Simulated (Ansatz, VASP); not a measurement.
**Two plane-wave programs on MgMnCoO4**

The input INCAR:

```
SYSTEM = MgMnCoO4
PREC = Accurate
ENCUT = 520
EDIFF = 1E-6
ISMEAR = -1
SIGMA = 0.05
LREAL = .False.
LASPH = .True.
NELM = 150
ALGO = Fast
ISIF = 2
LWAVE = .False.
LCHARG = .False.
ISPIN = 2
MAGMOM = 2 4 0 0 0 0 0
LORBIT = 11
LMAXMIX = 4
GGA = PE
NBANDS = 37
```

The input KPOINTS:

```
Automatic mesh
0
Gamma
  9 6 5
  0 0 0
```

File POSCAR:

```
MgMnCoO4
1.0
    2.8913872392      0.0000000000      0.0000000000
    0.2112190234      5.1431995615      0.0000000000
    0.1083838390      1.4105857621      4.9711731471
Co Mn Mg O
1 1 1 4
Direct
    0.9632079600      0.5779083800      0.5870283800
    0.5069257900      0.9681577600      0.9672239300
    0.4739883500      0.3001481400      0.2911247100
    0.4935918200      0.2867608700      0.6730399900
    0.9913137700      0.1416696700      0.1312262600
    0.0240338200      0.8166876600      0.8198657300
    0.5099655000      0.6799395000      0.2878730000
```

input.yaml

```yaml
crystal:
  lattice:
    - [2.8913872392, 0.0, 0.0]
    - [0.2112190234, 5.1431995615, 0.0]
    - [0.108383839, 1.4105857621, 4.9711731471]
  atoms:
    - { symbol: Co, position: [0.96320796, 0.57790838, 0.58702838], spin: 2.0 }
    - { symbol: Mn, position: [0.50692579, 0.96815776, 0.96722393], spin: 4.0 }
    - { symbol: Mg, position: [0.47398835, 0.30014814, 0.29112471] }
    - { symbol: O, position: [0.49359182, 0.28676087, 0.67303999] }
    - { symbol: O, position: [0.99131377, 0.14166967, 0.13122626] }
    - { symbol: O, position: [0.02403382, 0.81668766, 0.81986573] }
    - { symbol: O, position: [0.5099655, 0.6799395, 0.287873] }
hamiltonian:
  xc: pbe
  pseudopotentials: { kind: paw }
magnetization:
  spin_polarized: true
kpoints:
  mp_grid: { grid: [9, 6, 5] }
scf:
  occupations: { method: fermi_dirac, width: 0.05 }
output:
  forces: true
  stress: true
  eigenvalues: true
  write_density: true
  write_potential: true
  elf: true
  volumetric_format: npy
```

Alike in both runs: task single point; functional PBE; k mesh 9 × 6 × 5; occupations fermi-dirac, width 0.05 eV; collinear spin.

|  | VASP | Ansatz |
| --- | --- | --- |
| version | VASP 6.6.1 | Ansatz 0.2.0 |
| potentials or method | VASP PAW PBE potentials, release 64 (Co, Mn_pv, Mg, O) | Ansatz PAW |
| plane-wave cutoff (eV) | 520 | 420 |
| valence electrons in the cell | 48 | 66 |

```csv
,VASP,Ansatz,Ansatz less VASP
gap on the k mesh at the Fermi level (eV),none,none,-
pressure (GPa),2.4,0.9,-1.45
"traceless stress, the component that is largest in VASP (GPa)",-2.32,-0.52,+1.795
rms of the force components (eV/Å),0.116,0.223,+0.1079
net moment per atom (μB),0.85,0.01,-0.845
size of the moment on the site where the two differ most (μB),2.68,2.38,-0.303
```

The net moments are unlike, so the other rows may belong to different states. Site moments also hang on the region over which each program counts them. Atom by atom the forces differ by 0.157 eV/Å (rms over components). A gap of «none» marks a metal or a gap that the smearing closes. VASP's potentials hold 48 valence electrons a cell and Ansatz's 66, so a difference there can come from the potentials and not from the codes.
